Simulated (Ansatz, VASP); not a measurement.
## One calculation of Cr, two programs

```
Cr
1.0
     2.35758    0.00000    0.00000
     0.00000    2.35758    0.00000
     0.00000    0.00000    2.35758
Cr
1
Direct
  0.00000 0.00000 0.00000
```

Alike in both runs: functional RPBE; k mesh 13 × 13 × 13; occupations fermi-dirac, width 0.1 eV; no spin polarisation.

Ansatz relaxed the structure, and its values are those at the end. VASP's run is a single point on that final structure, the one shown.

```csv
,VASP,Ansatz
version,VASP 6.6.1,Ansatz 0.2.0
potentials or method,"VASP PAW PBE potentials, release 64 (Cr_pv), cutoff 500 eV","plane waves (420 eV) with PAW, scalar-relativistic"
valence electrons in the cell,12,14
```

```csv
,VASP,Ansatz,Ansatz less VASP
pressure (GPa),-0.3,0.0,+0.31
```

VASP's potentials were made for PBE, not for RPBE. With one functional, cell and mesh, what is left measures potentials, basis and numerics. VASP's potentials hold 12 valence electrons a cell and Ansatz's 14, so a difference there can come from the potentials and not from the codes.
